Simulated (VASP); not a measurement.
# BN in VASP: notebook

BN is run at these levels: PBE; tasks: single point.

Program: VASP 6.6.1. These are calculated values, not measurements. Logs are shortened: lines on timing, memory, paths and dates and some standing lists are left out, and cuts for length are marked.

## (1) The cell of the first run

The structure is hexagonal, space group P6_3mc (No. 186). The conventional cell has a = 2.536 Å, b = 2.536 Å, c = 4.199 Å, α = 90.00°, β = 90.00°, γ = 120.00°. Within 2.1 Å of B (site symmetry 3m) lie 4 N at 1.56 to 1.57 Å. N (site symmetry 3m) has 4 B at 1.56 to 1.57 Å within 2.1 Å.

## (2) Single point, PBE

INCAR reads:

```
  ALGO = Normal
  EDIFF = 1E-6
  ENCUT = 520
  GGA = PE
  ISIF = 2
  ISMEAR = -1
  LASPH = True
  LCHARG = False
  LREAL = False
  LWAVE = False
  NBANDS = 16
  NELM = 80
  PREC = Accurate
  SIGMA = 0.1
```

KPOINTS reads:

```
k-points
0
Gamma
  12 12 6
```

POSCAR reads:

```
BN
1.0
    2.5360000000      0.0000000000      0.0000000000
   -1.2680000000      2.1962400000      0.0000000000
    0.0000000000      0.0000000000      4.1990000000
B N
2 2
Direct
    0.6666666667      0.3333333333      0.0000000000
    0.3333333333      0.6666666667      0.5000000000
    0.6666666667      0.3333333333      0.3750000000
    0.3333333333      0.6666666667      0.8750000000
```

Potentials or basis: VASP PAW PBE potentials, release 64 (B, N).

The run is started by

```console
$ cat potpaw_PBE.64/B/POTCAR potpaw_PBE.64/N/POTCAR > POTCAR
$ mpirun -np 1 vasp_std > vasp.out
```

OUTCAR:

```text
EDIFF = 1E-6
   ENCUT = 520
   GGA = PE
   ISIF = 2
   ISMEAR = -1
   LASPH = True
   LREAL = False
   NELM = 80
   PREC = Accurate

 ion  position               nearest neighbor table
   1  0.667  0.333  0.000-   4 1.56   4 1.56   4 1.56   3 1.57
   2  0.333  0.667  0.500-   3 1.56   3 1.56   3 1.56   4 1.57
   3  0.667  0.333  0.375-   2 1.56   2 1.56   2 1.56   1 1.57
   4  0.333  0.667  0.875-   1 1.56   1 1.56   1 1.56   2 1.57

  LATTYP: Found a hexagonal cell.
 ALAT       =     2.5360000000
 C/A-ratio  =     1.6557570978

  Lattice vectors:

 A1 = (   2.5360000000,   0.0000000000,   0.0000000000)
 A2 = (  -1.2680000000,   2.1962400000,   0.0000000000)
 A3 = (   0.0000000000,   0.0000000000,   4.1990000000)

Analysis of symmetry for initial positions (statically):
=====================================================================
 Subroutine PRICEL returns:
 Original cell was already a primitive cell.

 Routine SETGRP: Setting up the symmetry group for a
 hexagonal supercell.

 Subroutine GETGRP returns: Found 12 space group operations
 (whereof  6 operations were pure point group operations)
 out of a pool of 24 trial point group operations.

The static configuration has the point symmetry C_3v.
 The point group associated with its full space group is C_6v.

Analysis of symmetry for dynamics (positions and initial velocities):
=====================================================================
 Subroutine PRICEL returns:
 Original cell was already a primitive cell.

 Routine SETGRP: Setting up the symmetry group for a
 hexagonal supercell.

 Subroutine GETGRP returns: Found 12 space group operations
 (whereof  6 operations were pure point group operations)
 out of a pool of 24 trial point group operations.

The dynamic configuration has the point symmetry C_3v.
 The point group associated with its full space group is C_6v.

 Subroutine INISYM returns: Found 12 space group operations
 (whereof  6 operations are pure point group operations),
 and found     1 'primitive' translations

----------------------------------------------------------------------------------------

                                     Primitive cell

  volume of cell :      23.3870

  direct lattice vectors                    reciprocal lattice vectors
     2.536000000  0.000000000  0.000000000     0.394321767  0.227661822  0.000000000
    -1.268000000  2.196240000  0.000000000     0.000000000  0.455323644  0.000000000
     0.000000000  0.000000000  4.199000000     0.000000000  0.000000000  0.238151941

  length of vectors
     2.536000000  2.535999633  4.199000000     0.455323578  0.455323644  0.238151941

  position of ions in fractional coordinates (direct lattice)
     0.666666667  0.333333333  0.000000000
     0.333333333  0.666666667  0.500000000
     0.666666667  0.333333333  0.375000000
     0.333333333  0.666666667  0.875000000

  ion indices of the primitive-cell ions
   primitive index   ion index
                 1           1
                 2           2
                 3           3
                 4           4

----------------------------------------------------------------------------------------

 KPOINTS: k-points

Automatic generation of k-mesh.
 Grid dimensions read from file:
 generate k-points for:   12   12    6

 Generating k-lattice:

  Cartesian coordinates                     Fractional coordinates (reciprocal lattice)
     0.032860147  0.018971819  0.000000000     0.083333333  0.000000000  0.000000000
     0.000000000  0.037943637  0.000000000     0.000000000  0.083333333  0.000000000
     0.000000000  0.000000000  0.039691990     0.000000000  0.000000000  0.166666667

  Length of vectors
     0.037943632  0.037943637  0.039691990

  Shift w.r.t. Gamma in fractional coordinates (k-lattice)
     0.000000000  0.000000000  0.000000000

 Subroutine IBZKPT returns following result:
 ===========================================

 Found     76 irreducible k-points:

 Following reciprocal coordinates:
            Coordinates               Weight
  0.000000  0.000000  0.000000      1.000000
  0.083333 -0.000000  0.000000      6.000000
  0.166667 -0.000000  0.000000      6.000000
  0.250000 -0.000000  0.000000      6.000000
  0.333333 -0.000000  0.000000      6.000000
  0.416667 -0.000000  0.000000      6.000000
[... 16 lines left out ...]
  0.250000 -0.000000  0.166667     12.000000
  0.333333 -0.000000  0.166667     12.000000
 [... further k-points ...]
   k-points           NKPTS =     76   k-points in BZ     NKDIM =     76   number of bands    NBANDS=     16
   number of dos      NEDOS =    301   number of ions     NIONS =      4
   total plane-waves  NPLWV =  12800
   dimension x,y,z NGX =    20 NGY =   20 NGZ =   32
   dimension x,y,z NGXF=    40 NGYF=   40 NGZF=   64
   ions per type =               2   2
   NGX,Y,Z   is equivalent  to a cutoff of  13.11, 13.11, 12.67 a.u.
   NGXF,Y,Z  is equivalent  to a cutoff of  26.22, 26.22, 25.34 a.u.
 SYSTEM =  unknown system
   PREC   = accura    normal or accurate (medium, high low for compatibility)
   ISTART =      0    job   : 0-new  1-cont  2-samecut
   ICHARG =      2    charge: 1-file 2-atom 10-const
   ISPIN  =      1    spin polarized calculation?
   LNONCOLLINEAR =      F non collinear calculations
   LSORBIT =      F    spin-orbit coupling
   LASPH  =      T    aspherical Exc in radial PAW
   ENCUT  =  520.0 eV  38.22 Ry    6.18 a.u.   4.72  4.72  7.81*2*pi/ulx,y,z
   NELM   =     80;   NELMIN=  2; NELMDL= -5     # of ELM steps
   EDIFF  = 0.1E-05   stopping-criterion for ELM
   LREAL  =      F    real-space projection
   EDIFFG = 0.1E-04   stopping-criterion for IOM
   NSW    =      0    number of steps for IOM
   IBRION =     -1    ionic relax: 0-MD 1-quasi-New 2-CG
   NFREE  =      0    steps in history (QN), initial steepest desc. (CG)
   ISIF   =      2    stress and relaxation
   ISYM   =      2    0-nonsym 1-usesym 2-fastsym
   POTIM  = 0.5000    time-step for ionic-motion
   TEBEG  =    0.0;   TEEND  =   0.0 temperature during run
   PSTRESS=    0.0 pullay stress
   NELECT =      16.0000    total number of electrons
   NUPDOWN=      -1.0000    fix difference up-down
   EMIN   =  10.00;   EMAX   =-10.00  energy-range for DOS
   EFERMI =   0.00;   METHOD = LEGACY
   ISMEAR =    -1;   SIGMA  =   0.10  broadening in eV -4-tet -1-fermi 0-gaus
   EFERMI_NEDOS =   21; number of points for ismear=-14 and -15
   IALGO  =     38    algorithm
   IMIX   =      4    mixing-type and parameters
     AMIX     =   0.40;   BMIX     =  1.00
     AMIX_MAG =   1.60;   BMIX_MAG =  1.00
  volume/ion in A,a.u.               =       5.85        39.46
  Fermi-wavevector in a.u.,A,eV,Ry     =   1.442524  2.725976 28.312048  2.080877
  Thomas-Fermi vector in A             =   2.561035
   LORBIT       =      0    0 simple, 1 ext, 2 COOP (PROOUT), +10 PAW based schemes
   GGA     = PE    functional components
   LHFCALC =     F    Hartree Fock is set to
   AEXX    =    0.0000 exact exchange contribution
   IVDW    =     0    specifies the selected vdW correction
   LEPSILON=     F    determine dielectric tensor
   LRPA    =     F    only Hartree local field effects (RPA)
 non-spin polarized calculation
  energy-cutoff  :      520.00
  volume of cell :       23.39
 maximum number of plane-waves:       652
 NGX is ok and might be reduce to    20
   NGX =  9   NGY =  9   NGZ = 15

 number of electron      15.9999999 magnetization

 Free energy of the ion-electron system (eV)
  ---------------------------------------------------
  ext. energy  EPLUGINS =         0.00000000
  ---------------------------------------------------
  free energy    TOTEN  =       -34.81903631 eV

  energy without entropy =      -34.81903631  energy(sigma->0) =      -34.81903631

 E-fermi :   9.6646     XC(G=0): -12.8632

 val. band max:        7.6800989425   @ k =   0.0000   0.0000   0.0000
 cond. band min:      12.8802707093   @ k =   0.3333   0.3333   0.0000
 fundamental gap:      5.2001717669
 Fermi energy:         9.6646449607

 k-point     1 :       0.0000    0.0000    0.0000
  band No.  band energies     occupation
      1     -12.8380      2.00000
      2      -8.6439      2.00000
      3      -3.3269      2.00000
      4       5.5461      2.00000
      5       5.5461      2.00000
      6       7.4317      2.00000
[... 8 lines left out ...]
     15      19.6667      0.00000
     16      24.0232      0.00000

 k-point     2 :       0.0833   -0.0000    0.0000
  band No.  band energies     occupation
      1     -12.6854      2.00000
      2      -8.5266      2.00000
      3      -3.1758      2.00000
      4       4.8491      2.00000
      5       5.2597      2.00000
      6       7.1037      2.00000
[... 8 lines left out ...]
     15      20.1141      0.00000
     16      23.7885      0.00000

 k-point     3 :       0.1667   -0.0000    0.0000
  band No.  band energies     occupation
      1     -12.2324      2.00000
      2      -8.1905      2.00000
      3      -2.7278      2.00000
      4       3.1720      2.00000
      5       4.5878      2.00000
      6       5.6804      2.00000
[... 8 lines left out ...]
     15      21.2781      0.00000
     16      23.1073      0.00000

 k-point     4 :       0.2500   -0.0000    0.0000
  band No.  band energies     occupation
      1     -11.4962      2.00000
      2      -7.6984      2.00000
      3      -2.0044      2.00000
      4       1.1838      2.00000
      5       3.8363      2.00000
      6       3.8991      2.00000
[... 8 lines left out ...]
     15      22.7841      0.00000
     16      23.2351      0.00000

 k-point     5 :       0.3333   -0.0000    0.0000
  band No.  band energies     occupation
      1     -10.5180      2.00000
      2      -7.2195      2.00000
      3      -1.0750      2.00000
      4      -0.5800      2.00000
      5       2.1157      2.00000
      6       3.2041      2.00000
[... 8 lines left out ...]
     15      23.6239      0.00000
     16      24.2421      0.00000

 k-point     6 :       0.4167   -0.0000    0.0000
  band No.  band energies     occupation
      1      -9.4116      2.00000
      2      -7.1203      2.00000
      3      -1.6773      2.00000
      4      -0.0632      2.00000
      5       0.6825      2.00000
      6       2.7938      2.00000
[... 8 lines left out ...]
     15      23.9775      0.00000
     16      25.2915      0.00000

 k-point     7 :       0.5000   -0.0000    0.0000
  band No.  band energies     occupation
      1      -8.6931      2.00000
      2      -7.4081      2.00000
      3      -1.8787      2.00000
      4      -0.1883      2.00000
      5       0.7270      2.00000
      6       2.6524      2.00000
[... 8 lines left out ...]
     15      24.2649      0.00000
     16      25.6719      0.00000

 k-point     8 :       0.0833    0.0833    0.0000
  band No.  band energies     occupation
      1     -12.3826      2.00000
      2      -8.2995      2.00000
      3      -2.8760      2.00000
      4       3.8052      2.00000
      5       4.5761      2.00000
      6       6.2674      2.00000
[... 8 lines left out ...]
     15      21.1292      0.00000
     16      23.3922      0.00000

 k-point     9 :       0.1667    0.0833    0.0000
  band No.  band energies     occupation
      1     -11.7873      2.00000
      2      -7.8814      2.00000
      3      -2.2889      2.00000
      4       2.1354      2.00000
      5       3.5324      2.00000
      6       4.9432      2.00000
[... 8 lines left out ...]
     15      22.4637      0.00000
     16      23.1286      0.00000
[... 172 lines left out ...]
 k-point    19 :       0.3333    0.3333    0.0000
  band No.  band energies     occupation
      1      -7.4708      2.00000
      2      -7.4708      2.00000
      3      -1.6502      2.00000
      4       0.4326      2.00000
      5       0.4326      2.00000
      6       2.1652      2.00000
[... 8 lines left out ...]
     15      23.0030      0.00000
     16      23.0030      0.00000

 k-point    20 :       0.0000    0.0000    0.1667
  band No.  band energies     occupation
      1     -12.6704      2.00000
      2      -9.2187      2.00000
      3      -2.4551      2.00000
      4       5.6642      2.00000
      5       5.6642      2.00000
      6       6.5239      2.00000
[... 8 lines left out ...]
     15      19.3539      0.00000
     16      23.5867      0.00000

 k-point    21 :       0.0833   -0.0000    0.1667
  band No.  band energies     occupation
      1     -12.5187      2.00000
      2      -9.0924      2.00000
      3      -2.3189      2.00000
      4       4.9736      2.00000
      5       5.3826      2.00000
      6       6.3469      2.00000
[... 8 lines left out ...]
     15      19.8012      0.00000
     16      23.4593      0.00000

 k-point    22 :       0.1667   -0.0000    0.1667
  band No.  band energies     occupation
      1     -12.0681      2.00000
      2      -8.7273      2.00000
      3      -1.9240      2.00000
      4       3.3172      2.00000
      5       4.7200      2.00000
      6       5.2444      2.00000
[... 8 lines left out ...]
     15      20.9606      0.00000
     16      23.1025      0.00000

 k-point    23 :       0.2500   -0.0000    0.1667
  band No.  band energies     occupation
      1     -11.3369      2.00000
      2      -8.1757      2.00000
      3      -1.3470      2.00000
      4       1.4022      2.00000
      5       3.4654      2.00000
      6       3.9759      2.00000
[... 8 lines left out ...]
     15      22.4457      0.00000
     16      23.3184      0.00000

 k-point    24 :       0.3333   -0.0000    0.1667
  band No.  band energies     occupation
      1     -10.3688      2.00000
      2      -7.5817      2.00000
      3      -1.1990      2.00000
      4       0.2558      2.00000
      5       1.6669      2.00000
      6       3.3485      2.00000
[... 8 lines left out ...]
     15      23.8546      0.00000
     16      24.1353      0.00000

 [... further k-points ...]
[... 5 lines left out ...]
  --------------------------------------------------------------------------------------
  -------------------------------------------------------------------------------------
  Total        1.2677663      1.2677658      1.0897718      0.0000000      0.0000000      0.0000000
  in kB       86.8510054     86.8509719     74.6571184      0.0000000      0.0000000      0.0000000
  external PRESSURE =      82.7863652 kB  Pullay stress =       0.0000000 kB

 VOLUME and BASIS-vectors are now :
 -----------------------------------------------------------------------------
  energy-cutoff  :      520.00
  volume of cell :       23.39
      direct lattice vectors                 reciprocal lattice vectors
     2.536000000  0.000000000  0.000000000     0.394321767  0.227661822  0.000000000
    -1.268000000  2.196240000  0.000000000     0.000000000  0.455323644  0.000000000
     0.000000000  0.000000000  4.199000000     0.000000000  0.000000000  0.238151941

 POSITION                                       TOTAL-FORCE (eV/Angst)
 -----------------------------------------------------------------------------------
      1.26800      0.73208      0.00000         0.000000      0.000000      0.057897
     -0.00000      1.46416      2.09950        -0.000000     -0.000000      0.057897
      1.26800      0.73208      1.57462        -0.000000     -0.000000     -0.057897
     -0.00000      1.46416      3.67413         0.000000      0.000000     -0.057897
 -----------------------------------------------------------------------------------
    total drift:                               -0.000000     -0.000000     -0.000199

  FREE ENERGIE OF THE ION-ELECTRON SYSTEM (eV)
  ---------------------------------------------------
  free  energy   TOTEN  =       -34.8190363107 eV

  energy  without entropy=      -34.8190363107  energy(sigma->0) =      -34.81903631
```

It took 14 s on 1 thread of Intel Xeon Platinum 8559C (Emerald Rapids), shared host; peak memory 0.14 GiB.

Results:

```
Free energy            : -34.8190 eV
Pressure               : 8.3 GPa
Largest force          : 0.058 eV/Å
Band gap on the k mesh : 5.20 eV, indirect (least direct gap 8.35 eV)
```

Forces on the atoms (eV/Å):
```
B    0.000  0.000  0.058
B    0.000  0.000  0.058
N    0.000  0.000 -0.058
N    0.000  0.000 -0.058
```

Levels at points of the mesh, in eV from the valence-band top:
| k point | band 5 | band 6 | band 7 | band 8 | band 9 | band 10 | band 11 | band 12 |
| --- | --- | --- | --- | --- | --- | --- | --- | --- |
| (0.00, 0.00, 0.00) | -2.13 | -0.25 | 0.00 | 0.00 | 8.44 | 8.44 | 8.62 | 9.69 |
| (0.50, 0.00, 0.00) | -6.95 | -5.03 | -4.44 | -2.14 | 6.77 | 8.01 | 10.71 | 11.61 |
| (0.00, 0.00, 0.50) | -1.18 | -1.18 | -1.18 | -1.18 | 9.61 | 9.61 | 10.00 | 10.00 |
| (0.50, 0.00, 0.50) | -3.81 | -3.81 | -3.59 | -3.59 | 6.64 | 6.64 | 10.11 | 10.11 |

## (3) Single point, PBE

INCAR reads:

```
PREC = Accurate ; ENCUT = 520
EDIFF = 1E-6 ; ISMEAR = -1
SIGMA = 0.1 ; LREAL = F
LASPH = T ; NELM = 100
ALGO = Normal ; ISIF = 2
LWAVE = F ; LCHARG = T
GGA = PE ; LELF = T
LVHAR = T ; NBANDS = 16
```

KPOINTS reads:

```
Automatic mesh
0
Gamma
  12 12 6
```

POSCAR: that of step 2 with these lines changed.

```diff
@@ -8,3 +8,3 @@
 Direct
-    0.6666666667      0.3333333333      0.0000000000
+    0.6439004845      0.2878009689      0.0000000000
     0.3333333333      0.6666666667      0.5000000000
```

Potentials or basis: VASP PAW PBE potentials, release 64 (B, N).

The run is started by

```console
$ cat potpaw_PBE.64/B/POTCAR potpaw_PBE.64/N/POTCAR > POTCAR
$ mpirun -np 1 vasp_std > vasp.out
```

It took 46 s on 1 thread of Intel Xeon Platinum 8559C (Emerald Rapids), shared host; peak memory 0.19 GiB.

It converged, with:

* Free energy: -34.6769 eV
* Pressure: 10.0 GPa
* Largest force: 2.988 eV/Å
* Band gap on the k mesh: 4.76 eV, indirect (least direct gap 7.57 eV)

Forces in eV/Å, atoms in the order of the input:
```
B    0.000  2.966  0.355
B    0.000 -0.020  0.072
N    0.000 -0.479 -0.078
N    0.000 -2.467 -0.348
```

Stress tensor (GPa, compression positive):
```
 7.83  0.00  0.00
 0.00 14.08  3.13
 0.00  3.13  8.21
```

Levels at points of the mesh, in eV from the valence-band top:
```
           k point  band 4  band 5  band 6  band 7  band 8  band 9  band 10  band 11  band 12  band 13
(0.00, 0.00, 0.00)   -2.99   -2.20   -0.93   -0.42    0.00    7.57     8.11     8.34     9.36    10.55
(0.50, 0.00, 0.00)   -8.16   -7.39   -5.49   -4.73   -2.60    6.10     7.45    10.31    11.32    12.37
(0.00, 0.50, 0.00)   -8.51   -7.29   -5.27   -5.04   -2.34    6.48     7.73    10.23    11.33    13.11
(0.00, 0.00, 0.50)   -6.16   -2.30   -1.59   -1.58   -0.83    8.54     8.85     9.24     9.60     9.65
(0.50, 0.00, 0.50)  -10.38   -4.63   -4.24   -3.93   -3.68    6.06     6.28     9.38     9.65    13.98
(0.00, 0.50, 0.50)  -10.51   -4.20   -4.07   -3.99   -3.85    6.04     6.33     9.61    10.17    13.70
```

Caveat: forces of over 1 eV/Å act on the atoms, so gaps and moduli don't describe the material at rest. As with any semilocal functional, this PBE gap is likely too small.
